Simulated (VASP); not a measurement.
# Ge (I4_1/amd) in VASP: notebook, part 2 of 2

VASP 6.6.1. Earlier steps stand in the parts before.

**4. Single point, r2SCAN (17.54 Å³/atom)**

This run uses another cell than the first one, of 17.54 Å³/atom.

POSCAR

```
Ge
1.0
   -2.5237054644      2.5237054644      1.3773147312
    2.5237054644     -2.5237054644      1.3773147312
    2.5237054644      2.5237054644     -1.3773147312
Ge
2
Direct
    0.2500000000      0.7500000000      0.5000000000
    0.5000000000      0.5000000000      0.0000000000
```

INCAR.step1

```
PREC = Accurate
ENCUT = 520
ISMEAR = 0
SIGMA = 0.1
LREAL = F
LASPH = T
NELM = 100
NBANDS = 21
GGA = PE
ALGO = Normal
EDIFF = 1E-4
LWAVE = T
LCHARG = F
```

INCAR.step2

```
PREC = Accurate
ENCUT = 520
EDIFF = 1E-6
ISMEAR = 0
SIGMA = 0.1
LREAL = F
LASPH = T
NELM = 100
ALGO = Normal
ISIF = 2
LWAVE = F
LCHARG = F
METAGGA = R2SCAN
LMIXTAU = T
NBANDS = 21
ISTART = 1
```

KPOINTS

```
regular mesh
0
Gamma
  16 16 16
```

Potentials or basis: VASP PAW PBE potentials, release 64 (Ge_d).

Command:

```
$ cat potpaw_PBE.64/Ge_d/POTCAR > POTCAR
$ cp INCAR.step1 INCAR
$ mpirun -np 1 vasp_std > vasp.out
$ cp INCAR.step2 INCAR
$ mpirun -np 1 vasp_std > vasp.out
```

OUTCAR:

```text
PREC = Accurate
   ENCUT = 520
   EDIFF = 1E-6
   ISMEAR = 0
   LREAL = F
   LASPH = T
   NELM = 100
   ISIF = 2
   METAGGA = R2SCAN
   ISTART = 1

 ion  position               nearest neighbor table
   1  0.250  0.750  0.500-   2 2.62   2 2.62   2 2.62   2 2.62
   2  0.500  0.500  0.000-   1 2.62   1 2.62   1 2.62   1 2.62

  LATTYP: Found a body centered tetragonal cell.
 ALAT       =     5.0474109288
 C/A-ratio  =     0.5457509803

  Lattice vectors:

 A1 = (  -2.5237054644,   2.5237054644,   1.3773147312)
 A2 = (   2.5237054644,  -2.5237054644,   1.3773147312)
 A3 = (   2.5237054644,   2.5237054644,  -1.3773147312)

Analysis of symmetry for initial positions (statically):
=====================================================================
 Subroutine PRICEL returns:
 Original cell was already a primitive cell.

 Routine SETGRP: Setting up the symmetry group for a
 body centered tetragonal supercell.

 Subroutine GETGRP returns: Found 16 space group operations
 (whereof  8 operations were pure point group operations)
 out of a pool of 16 trial point group operations.

The static configuration has the point symmetry D_2d.
 The point group associated with its full space group is D_4h.

Analysis of symmetry for dynamics (positions and initial velocities):
=====================================================================
 Subroutine PRICEL returns:
 Original cell was already a primitive cell.

 Routine SETGRP: Setting up the symmetry group for a
 body centered tetragonal supercell.

 Subroutine GETGRP returns: Found 16 space group operations
 (whereof  8 operations were pure point group operations)
 out of a pool of 16 trial point group operations.

The dynamic configuration has the point symmetry D_2d.
 The point group associated with its full space group is D_4h.

 Subroutine INISYM returns: Found 16 space group operations
 (whereof  8 operations are pure point group operations),
[... 105 lines left out ...]
   TEBEG  =    0.0;   TEEND  =   0.0 temperature during run
   PSTRESS=    0.0 pullay stress
   NELECT =      28.0000    total number of electrons
   NUPDOWN=      -1.0000    fix difference up-down
   EMIN   =  10.00;   EMAX   =-10.00  energy-range for DOS
   EFERMI =   0.00;   METHOD = LEGACY
   ISMEAR =     0;   SIGMA  =   0.10  broadening in eV -4-tet -1-fermi 0-gaus
   EFERMI_NEDOS =   21; number of points for ismear=-14 and -15
   IALGO  =     38    algorithm
   IMIX   =      4    mixing-type and parameters
     AMIX     =   0.40;   BMIX     =  1.00
     AMIX_MAG =   1.60;   BMIX_MAG =  1.00
  volume/ion in A,a.u.               =      17.54       118.40
  Fermi-wavevector in a.u.,A,eV,Ry     =   1.518462  2.869478 31.371329  2.305728
  Thomas-Fermi vector in A             =   2.627580
   LORBIT       =      0    0 simple, 1 ext, 2 COOP (PROOUT), +10 PAW based schemes
   METAGGA = R2SCAN    functional components
   LHFCALC =     F    Hartree Fock is set to
   AEXX    =    0.0000 exact exchange contribution
   IVDW    =     0    specifies the selected vdW correction
   LEPSILON=     F    determine dielectric tensor
   LRPA    =     F    only Hartree local field effects (RPA)
 non-spin polarized calculation
 Gauss-broadening in eV      SIGMA  =   0.10
  energy-cutoff  :      520.00
  volume of cell :       35.09
 maximum number of plane-waves:       962
   NGX = 15   NGY = 15   NGZ = 15

 number of electron      27.9999985 magnetization

 Free energy of the ion-electron system (eV)
  ---------------------------------------------------
  ext. energy  EPLUGINS =         0.00000000
  ---------------------------------------------------
  free energy    TOTEN  =       -26.99477930 eV

  energy without entropy =      -26.99144501  energy(sigma->0) =      -26.99311216

 E-fermi :   7.3312     XC(G=0): -12.6969

 val. band max:        7.3257682946   @ k =  -0.1875  -0.1875   0.0625
 cond. band min:       7.3341077041   @ k =   0.5000   0.3750   0.0625
 fundamental gap:      0.0083394095
 Fermi energy:         7.3311878814

 k-point     1 :       0.0000    0.0000    0.0000
  band No.  band energies     occupation
      1     -18.2496      2.00000
      2     -18.1888      2.00000
      3     -18.1566      2.00000
      4     -18.1529      2.00000
      5     -18.0213      2.00000
      6     -18.0213      2.00000
[... 565 lines left out ...]
     20      20.1317      0.00000
     21      20.6910      0.00000

 [... further k-points ...]
[... 5 lines left out ...]
  --------------------------------------------------------------------------------------
  -------------------------------------------------------------------------------------
  Total        1.1744842      1.1744842      1.1325603      0.0000000     -0.0000000      0.0000000
  in kB       53.6274603     53.6274603     51.7131975      0.0000000     -0.0000000      0.0000000
  external PRESSURE =      52.9893727 kB  Pullay stress =       0.0000000 kB

 VOLUME and BASIS-vectors are now :
 -----------------------------------------------------------------------------
  energy-cutoff  :      520.00
  volume of cell :       35.09
      direct lattice vectors                 reciprocal lattice vectors
    -2.523705464  2.523705464  1.377314731     0.000000000  0.198121376  0.363025232
     2.523705464 -2.523705464  1.377314731     0.198121376  0.000000000  0.363025232
     2.523705464  2.523705464 -1.377314731     0.198121376  0.198121376  0.000000000

 POSITION                                       TOTAL-FORCE (eV/Angst)
 -----------------------------------------------------------------------------------
      2.52371      0.00000      0.68866         0.000000     -0.000000      0.000000
      0.00000      0.00000      1.37731        -0.000000      0.000000     -0.000000
 -----------------------------------------------------------------------------------
    total drift:                                0.000000     -0.000000      0.000000

  FREE ENERGIE OF THE ION-ELECTRON SYSTEM (eV)
  ---------------------------------------------------
  free  energy   TOTEN  =       -26.9947792996 eV

  energy  without entropy=      -26.9914450144  energy(sigma->0) =      -26.99311216
```

OSZICAR.step1:

```text
N       E                     dE             d eps       ncg     rms          rms(c)
DAV:   1     0.174052930174E+03    0.17405E+03   -0.14058E+04 16893   0.389E+03
DAV:   2     0.145463305016E+02   -0.15951E+03   -0.15456E+03 14708   0.592E+02
DAV:   3    -0.790913935725E+01   -0.22455E+02   -0.22262E+02 16506   0.131E+02
DAV:   4    -0.851017377962E+01   -0.60103E+00   -0.60056E+00 16611   0.251E+01
DAV:   5    -0.851863038755E+01   -0.84566E-02   -0.84564E-02 16469   0.320E+00    0.233E+00
DAV:   6    -0.850363536802E+01    0.14995E-01   -0.17233E-02 19971   0.233E+00    0.133E+00
DAV:   7    -0.849639929390E+01    0.72361E-02   -0.13172E-02 19820   0.178E+00    0.112E-01
DAV:   8    -0.849622472607E+01    0.17457E-03   -0.20724E-03 18739   0.832E-01    0.420E-02
DAV:   9    -0.849622692022E+01   -0.21942E-05   -0.53782E-05 10895   0.121E-01
   1 F= -.84962269E+01 E0= -.84944982E+01  d E =-.345748E-02
```

It took 27 min on 1 thread of Intel Xeon 8259CL, shared host; peak memory 0.32 GiB.

Results:

```
Free energy            : -26.9948 eV
Pressure               : 5.3 GPa
Band gap on the k mesh : zero (bands 14 and 15 overlap by 5.98 eV)
```

Caveat: the cell stands under pressure; the PAW data sets were made with another functional, which shifts forces and pressure a little.

**5. Summary**

| cell | gap on the mesh (eV) | pressure (GPa) |
| --- | --- | --- |
| a = 3.746 Å, angles 97.4, 97.4, 138.0°, 2 atoms | none | 13.2 |
| a = 3.787 Å, angles 97.4, 97.4, 137.9°, 2 atoms | none | 8.9 |
| a = 3.826 Å, angles 97.4, 97.4, 137.8°, 2 atoms | none | 5.3 |

Alike in all rows: task single point; level r2SCAN; potentials or basis VASP PAW PBE potentials, release 64 (Ge_d); no spin polarisation; k mesh 16 × 16 × 16; cutoff (eV) 520; smearing gaussian 0.1 eV.

Caveats: the cell stands under pressure; the PAW data sets were made with another functional, which shifts forces and pressure a little.

Absolute energies hang on the potentials; compare differences alone.
